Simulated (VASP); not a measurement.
Mg: single point with PBEsol+D3(BJ)

The system is Mg.

```
Mg
1.0
     3.17386    0.00000    0.00000
     1.58693    2.74864    0.00000
     1.58693    0.91621    2.59144
Mg
1
Direct
  0.00000 0.00000 0.00000
```

```yaml
Program: VASP 6.6.1
Task: single point
Functional: PBEsol
Dispersion: D3(BJ)
Potentials_or_basis: VASP PAW PBE potentials, release 64 (Mg)
Cutoff: 600 eV
k_mesh: 10 × 10 × 10
Occupations: fermi-dirac, width 0.1 eV
Spin: no spin polarisation
```

The pressure is -1.9 GPa, the band gap on the k mesh is zero (band 1 reaches 3.51 eV, above the bottom of band 2 at 1.38 eV) and the dispersion energy per atom is -0.266 eV.

Levels at points of the mesh, in eV from the Fermi level:
```csv
k point,band 1,band 2,band 3,band 4
"(0.00, 0.00, 0.00)",-7.05,12.38,12.38,12.38
"(0.50, 0.00, 0.00)",-1.80,-1.35,11.27,11.27
"(0.50, 0.50, 0.00)",-0.29,0.74,6.06,6.96
```

Run time: 13 s on 1 thread of Intel Xeon 8259CL, on a shared host, peak memory 0.17 GiB.

Caveat: three body term missing; the PAW data sets were made with another functional, which shifts forces and pressure a little; pairwise dispersion overbinds metals, which lowers pressure and volume.
